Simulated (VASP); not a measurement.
# ZnSe (Fm-3m) in VASP: single point with PBEsol

Aim: the single point of ZnSe with PBEsol.

Everything below comes from runs of VASP 6.6.1. Logs are shortened: lines on timing, memory, paths and dates and some standing lists are left out, and cuts for length are marked.

### 1 The cell of the first run

The structure is cubic, space group Fm-3m (No. 225). The conventional cell has a = 5.440 Å, b = 5.440 Å, c = 5.440 Å, α = 90.00°, β = 90.00°, γ = 90.00°. Zn (site symmetry m-3m) has 6 Se at 2.72 Å within 3.6 Å. Se (site symmetry m-3m) has 6 Zn at 2.72 Å within 3.6 Å.

### 2 Single point, PBEsol

Input file INCAR:

```
SYSTEM = ZnSe
PREC     = Accurate       ! precision mode
ENCUT    = 520            ! plane-wave cutoff, eV
EDIFF    = 1E-6           ! SCF threshold, eV
ISMEAR   = 0              ! smearing method
SIGMA    = 0.05           ! smearing width, eV
LREAL    = .FALSE.        ! projectors in reciprocal space
LASPH    = .TRUE.         ! aspherical terms in the spheres
NELM     = 100            ! most SCF steps
ALGO     = Normal         ! electronic algorithm
ISIF     = 2              ! what is computed and relaxed
LWAVE    = .FALSE.        ! write WAVECAR
LCHARG   = .TRUE.         ! write CHGCAR
GGA      = PS             ! functional
LELF     = .TRUE.         ! ELF
LVHAR    = .TRUE.       
NBANDS   = 16             ! bands
```

Input file KPOINTS:

```
regular mesh
0
G
  6 6 6
  0 0 0
```

Input file POSCAR:

```
ZnSe
1.0
    0.0000000000      2.7200000000      2.7200000000
    2.7200000000      0.0000000000      2.7200000000
    2.7200000000      2.7200000000      0.0000000000
Zn Se
1 1
Direct
    0.0000000000      0.0000000000      0.0000000000
    0.5000000000      0.5000000000      0.5000000000
```

Potentials or basis: VASP PAW PBE potentials, release 64 (Zn, Se).

On the command line:

```console
$ cat potpaw_PBE.64/Zn/POTCAR potpaw_PBE.64/Se/POTCAR > POTCAR
$ mpirun -np 1 vasp_std > vasp.out
```

OUTCAR:

```text
SYSTEM = ZnSe
   PREC = Accurate
   ENCUT = 520
   EDIFF = 1E-6
   ISMEAR = 0
   LREAL = .FALSE.
   LASPH = .TRUE.
   NELM = 100
   ISIF = 2
   GGA = PS

 ion  position               nearest neighbor table
   1  0.000  0.000  0.000-   2 2.72   2 2.72   2 2.72   2 2.72   2 2.72   2 2.72
   2  0.500  0.500  0.500-   1 2.72   1 2.72   1 2.72   1 2.72   1 2.72   1 2.72

  LATTYP: Found a face centered cubic cell.
 ALAT       =     5.4400000000

  Lattice vectors:

 A1 = (   0.0000000000,   2.7200000000,   2.7200000000)
 A2 = (   2.7200000000,   0.0000000000,   2.7200000000)
 A3 = (   2.7200000000,   2.7200000000,   0.0000000000)

Analysis of symmetry for initial positions (statically):
=====================================================================
 Subroutine PRICEL returns:
 Original cell was already a primitive cell.

 Routine SETGRP: Setting up the symmetry group for a
 face centered cubic supercell.

 Subroutine GETGRP returns: Found 48 space group operations
 (whereof 48 operations were pure point group operations)
 out of a pool of 48 trial point group operations.

The static configuration has the point symmetry O_h .

Analysis of symmetry for dynamics (positions and initial velocities):
=====================================================================
 Subroutine PRICEL returns:
 Original cell was already a primitive cell.

 Routine SETGRP: Setting up the symmetry group for a
 face centered cubic supercell.

 Subroutine GETGRP returns: Found 48 space group operations
 (whereof 48 operations were pure point group operations)
 out of a pool of 48 trial point group operations.

The dynamic configuration has the point symmetry O_h .

 Subroutine INISYM returns: Found 48 space group operations
 (whereof 48 operations are pure point group operations),
 and found     1 'primitive' translations

----------------------------------------------------------------------------------------

                                     Primitive cell

  volume of cell :      40.2473

  direct lattice vectors                    reciprocal lattice vectors
     0.000000000  2.720000000  2.720000000    -0.183823529  0.183823529  0.183823529
     2.720000000  0.000000000  2.720000000     0.183823529 -0.183823529  0.183823529
     2.720000000  2.720000000  0.000000000     0.183823529  0.183823529 -0.183823529

  length of vectors
     3.846660890  3.846660890  3.846660890     0.318391693  0.318391693  0.318391693

  position of ions in fractional coordinates (direct lattice)
     0.000000000  0.000000000  0.000000000
     0.500000000  0.500000000  0.500000000

  ion indices of the primitive-cell ions
   primitive index   ion index
                 1           1
                 2           2

----------------------------------------------------------------------------------------

 KPOINTS: regular mesh

Automatic generation of k-mesh.
 Grid dimensions read from file:
 generate k-points for:    6    6    6

 Generating k-lattice:

  Cartesian coordinates                     Fractional coordinates (reciprocal lattice)
    -0.030637255  0.030637255  0.030637255     0.166666667  0.000000000  0.000000000
     0.030637255 -0.030637255  0.030637255     0.000000000  0.166666667  0.000000000
     0.030637255  0.030637255 -0.030637255     0.000000000  0.000000000  0.166666667

  Length of vectors
     0.053065282  0.053065282  0.053065282

  Shift w.r.t. Gamma in fractional coordinates (k-lattice)
     0.000000000  0.000000000  0.000000000

 Subroutine IBZKPT returns following result:
 ===========================================

 Found     16 irreducible k-points:

 Following reciprocal coordinates:
            Coordinates               Weight
  0.000000  0.000000  0.000000      1.000000
  0.166667  0.000000  0.000000      8.000000
  0.333333  0.000000  0.000000      8.000000
  0.500000  0.000000  0.000000      4.000000
  0.166667  0.166667  0.000000      6.000000
  0.333333  0.166667  0.000000     24.000000
[... 8 lines left out ...]
 -0.333333  0.333333  0.166667     24.000000
 -0.333333  0.500000  0.166667     12.000000
   k-points           NKPTS =     16   k-points in BZ     NKDIM =     16   number of bands    NBANDS=     16
   number of dos      NEDOS =    301   number of ions     NIONS =      2
   total plane-waves  NPLWV =  27000
   dimension x,y,z NGX =    30 NGY =   30 NGZ =   30
   dimension x,y,z NGXF=    60 NGYF=   60 NGZF=   60
   ions per type =               1   1
   NGX,Y,Z   is equivalent  to a cutoff of  12.97, 12.97, 12.97 a.u.
   NGXF,Y,Z  is equivalent  to a cutoff of  25.93, 25.93, 25.93 a.u.
 SYSTEM =  ZnSe
   PREC   = accura    normal or accurate (medium, high low for compatibility)
   ISTART =      0    job   : 0-new  1-cont  2-samecut
   ICHARG =      2    charge: 1-file 2-atom 10-const
   ISPIN  =      1    spin polarized calculation?
   LNONCOLLINEAR =      F non collinear calculations
   LSORBIT =      F    spin-orbit coupling
   LASPH  =      T    aspherical Exc in radial PAW
   ENCUT  =  520.0 eV  38.22 Ry    6.18 a.u.   7.15  7.15  7.15*2*pi/ulx,y,z
   NELM   =    100;   NELMIN=  2; NELMDL= -5     # of ELM steps
   EDIFF  = 0.1E-05   stopping-criterion for ELM
   LREAL  =      F    real-space projection
   EDIFFG = 0.1E-04   stopping-criterion for IOM
   NSW    =      0    number of steps for IOM
   IBRION =     -1    ionic relax: 0-MD 1-quasi-New 2-CG
   NFREE  =      0    steps in history (QN), initial steepest desc. (CG)
   ISIF   =      2    stress and relaxation
   ISYM   =      2    0-nonsym 1-usesym 2-fastsym
   POTIM  = 0.5000    time-step for ionic-motion
   TEBEG  =    0.0;   TEEND  =   0.0 temperature during run
   PSTRESS=    0.0 pullay stress
   NELECT =      18.0000    total number of electrons
   NUPDOWN=      -1.0000    fix difference up-down
   EMIN   =  10.00;   EMAX   =-10.00  energy-range for DOS
   EFERMI =   0.00;   METHOD = LEGACY
   ISMEAR =     0;   SIGMA  =   0.05  broadening in eV -4-tet -1-fermi 0-gaus
   EFERMI_NEDOS =   21; number of points for ismear=-14 and -15
   IALGO  =     38    algorithm
   IMIX   =      4    mixing-type and parameters
     AMIX     =   0.40;   BMIX     =  1.00
     AMIX_MAG =   1.60;   BMIX_MAG =  1.00
  volume/ion in A,a.u.               =      20.12       135.80
  Fermi-wavevector in a.u.,A,eV,Ry     =   1.251949  2.365841 21.325462  1.567377
  Thomas-Fermi vector in A             =   2.385873
   LORBIT       =      0    0 simple, 1 ext, 2 COOP (PROOUT), +10 PAW based schemes
   GGA     = PS    functional components
   LHFCALC =     F    Hartree Fock is set to
   AEXX    =    0.0000 exact exchange contribution
   IVDW    =     0    specifies the selected vdW correction
   LEPSILON=     F    determine dielectric tensor
   LRPA    =     F    only Hartree local field effects (RPA)
 non-spin polarized calculation
 Gauss-broadening in eV      SIGMA  =   0.05
  energy-cutoff  :      520.00
  volume of cell :       40.25
 maximum number of plane-waves:      1106
 NGX is ok and might be reduce to    30
   NGX = 15   NGY = 15   NGZ = 15

 number of electron      18.0000010 magnetization

 Free energy of the ion-electron system (eV)
  ---------------------------------------------------
  ext. energy  EPLUGINS =         0.00000000
  ---------------------------------------------------
  free energy    TOTEN  =        -6.17318705 eV

  energy without entropy =       -6.17193870  energy(sigma->0) =       -6.17256287

 E-fermi :   2.6852     XC(G=0): -10.3854

 val. band max:        2.6613931227   @ k =  -0.1667   0.1667   0.0000
 cond. band min:       2.9932581604   @ k =   0.0000   0.0000   0.0000
 fundamental gap:      0.3318650377
 Fermi energy:         2.6852399532

 k-point     1 :       0.0000    0.0000    0.0000
  band No.  band energies     occupation
      1     -10.9090      2.00000
      2      -3.8981      2.00000
      3      -3.8981      2.00000
      4      -3.8817      2.00000
      5      -3.8817      2.00000
      6      -3.8817      2.00000
[... 8 lines left out ...]
     15      12.1389      0.00000
     16      12.1389      0.00000

 k-point     2 :       0.1667    0.0000    0.0000
  band No.  band energies     occupation
      1     -10.6553      2.00000
      2      -3.9499      2.00000
      3      -3.9499      2.00000
      4      -3.9072      2.00000
      5      -3.8585      2.00000
      6      -3.8585      2.00000
[... 8 lines left out ...]
     15      12.0882      0.00000
     16      12.0882      0.00000

 k-point     3 :       0.3333    0.0000    0.0000
  band No.  band energies     occupation
      1     -10.0394      2.00000
      2      -4.0589      2.00000
      3      -4.0546      2.00000
      4      -4.0546      2.00000
      5      -3.8082      2.00000
      6      -3.8082      2.00000
[... 8 lines left out ...]
     15      14.0909      0.00000
     16      14.0909      0.00000

 k-point     4 :       0.5000    0.0000    0.0000
  band No.  band energies     occupation
      1      -9.6423      2.00000
      2      -4.3180      2.00000
      3      -4.1058      2.00000
      4      -4.1058      2.00000
      5      -3.7826      2.00000
      6      -3.7826      2.00000
[... 8 lines left out ...]
     15      16.5634      0.00000
     16      16.5634      0.00000
[... 172 lines left out ...]
 k-point    14 :       0.5000    0.3333    0.1667
  band No.  band energies     occupation
      1      -9.6845      2.00000
      2      -4.0594      2.00000
      3      -4.0030      2.00000
      4      -3.9393      2.00000
      5      -3.7912      2.00000
      6      -3.7551      2.00000
[... 8 lines left out ...]
     15      16.5089      0.00000
     16      16.8052      0.00000

 k-point    15 :      -0.3333    0.3333    0.1667
  band No.  band energies     occupation
      1      -9.4495      2.00000
      2      -4.0654      2.00000
      3      -3.9616      2.00000
      4      -3.9352      2.00000
      5      -3.7667      2.00000
      6      -3.7020      2.00000
[... 8 lines left out ...]
     15      14.2465      0.00000
     16      18.0698      0.00000

 k-point    16 :      -0.3333    0.5000    0.1667
  band No.  band energies     occupation
      1      -9.4037      2.00000
      2      -3.9727      2.00000
      3      -3.9493      2.00000
      4      -3.8519      2.00000
      5      -3.7473      2.00000
      6      -3.5556      2.00000
[... 8 lines left out ...]
     15      16.1616      0.00000
     16      18.7144      0.00000

------------------------ aborting loop because EDIFF is reached ----------------------------------------

  FORCE on cell =-STRESS in cart. coord.  units (eV):
  Direction    XX          YY          ZZ          XY          YZ          ZX
  --------------------------------------------------------------------------------------
  -------------------------------------------------------------------------------------
  Total       -1.4953876     -1.4953876     -1.4953876      0.0000000      0.0000000      0.0000000
  in kB      -59.5288729    -59.5288729    -59.5288729      0.0000000      0.0000000      0.0000000
  external PRESSURE =     -59.5288729 kB  Pullay stress =       0.0000000 kB

 VOLUME and BASIS-vectors are now :
 -----------------------------------------------------------------------------
  energy-cutoff  :      520.00
  volume of cell :       40.25
      direct lattice vectors                 reciprocal lattice vectors
     0.000000000  2.720000000  2.720000000    -0.183823529  0.183823529  0.183823529
     2.720000000  0.000000000  2.720000000     0.183823529 -0.183823529  0.183823529
     2.720000000  2.720000000  0.000000000     0.183823529  0.183823529 -0.183823529

 POSITION                                       TOTAL-FORCE (eV/Angst)
 -----------------------------------------------------------------------------------
      0.00000      0.00000      0.00000         0.000000      0.000000      0.000000
      2.72000      2.72000      2.72000        -0.000000     -0.000000     -0.000000
 -----------------------------------------------------------------------------------
    total drift:                               -0.000000      0.000000      0.000000

  FREE ENERGIE OF THE ION-ELECTRON SYSTEM (eV)
  ---------------------------------------------------
  free  energy   TOTEN  =        -6.1731870456 eV

  energy  without entropy=       -6.1719386986  energy(sigma->0) =       -6.17256287
```

It took 11 s on 1 thread of Intel Xeon Platinum 8488C (Sapphire Rapids), shared host; peak memory 0.16 GiB.

Results:

- Free energy: -6.1732 eV
- Pressure: -6.0 GPa
- Band gap on the k mesh: zero (band 9 reaches 2.66 eV, above the bottom of band 10 at 1.53 eV)

Levels at points of the mesh, in eV from the Fermi level:
| k point | band 5 | band 6 | band 7 | band 8 | band 9 | band 10 | band 11 | band 12 | band 13 | band 14 |
| --- | --- | --- | --- | --- | --- | --- | --- | --- | --- | --- |
| (0.00, 0.00, 0.00) | -6.57 | -6.57 | -0.48 | -0.48 | -0.48 | 0.31 | 8.43 | 8.43 | 8.43 | 9.45 |
| (0.50, 0.00, 0.00) | -6.47 | -6.47 | -5.57 | -0.18 | -0.18 | 3.10 | 4.85 | 4.85 | 5.78 | 11.93 |
| (0.50, 0.50, 0.00) | -6.43 | -6.18 | -4.82 | -2.35 | -2.35 | -1.15 | 4.89 | 10.71 | 10.71 | 11.00 |

Caveat: the PAW data sets were made with another functional, which shifts forces and pressure a little.
